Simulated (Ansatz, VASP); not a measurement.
BAs in VASP and in Ansatz

Contents of INCAR:

```
ALGO = Normal ; EDIFF = 1E-6
ENCUT = 520 ; GGA = PE
ISIF = 2 ; ISMEAR = 0
LASPH = True ; LCHARG = False
LREAL = False ; LWAVE = False
NBANDS = 11 ; NELM = 80
PREC = Accurate ; SIGMA = 0.05
```

The input KPOINTS:

```
k-points
0
Gamma
  12 12 12
```

POSCAR

```
BAs
1.0
    0.0000000000      2.5214610880      2.1432419248
    2.5214610880      0.0000000000      2.1432419248
    2.5214610880      2.5214610880      0.0000000000
B As
1 1
Direct
    0.0000000000      0.0000000000      0.0000000000
    0.7500000000      0.7500000000      0.7500000000
```

Input for Ansatz:

```yaml
crystal:
  lattice:
    - [0.0, 2.521461088, 2.1432419248]
    - [2.521461088, 0.0, 2.1432419248]
    - [2.521461088, 2.521461088, 0.0]
  atoms:
    - { symbol: B, position: [0.0, 0.0, 0.0] }
    - { symbol: As, position: [0.75, 0.75, 0.75] }
basis:
  ecutwfc: 420
kpoints:
  mp_grid: { grid: [12, 12, 12] }
hamiltonian:
  xc: pbe
scf:
  occupations: { method: gaussian, width: 0.05 }
output:
  forces: true
  stress: true
  eigenvalues: true
```

Alike in both runs: task single point; functional PBE; k mesh 12 × 12 × 12; occupations gaussian, width 0.05 eV; no spin polarisation.

```csv
,VASP,Ansatz
version,VASP 6.6.1,Ansatz 0.2.0
potentials or method,"VASP PAW PBE potentials, release 64 (B, As), cutoff 520 eV","scalar-relativistic, plane waves, PAW"
valence electrons in the cell,8,18
```

```tsv
	VASP	Ansatz	Ansatz less VASP
gap on the k mesh at the Fermi level (eV)	none	none	-
pressure (GPa)	2.8	2.2	-0.61
traceless stress, the component that is largest in VASP (GPa)	15.85	15.99	+0.141
```

A gap of «none» marks a metal or a gap that the smearing closes. VASP's potentials hold 8 valence electrons a cell and Ansatz's 18, so a difference there can come from the potentials and not from the codes.
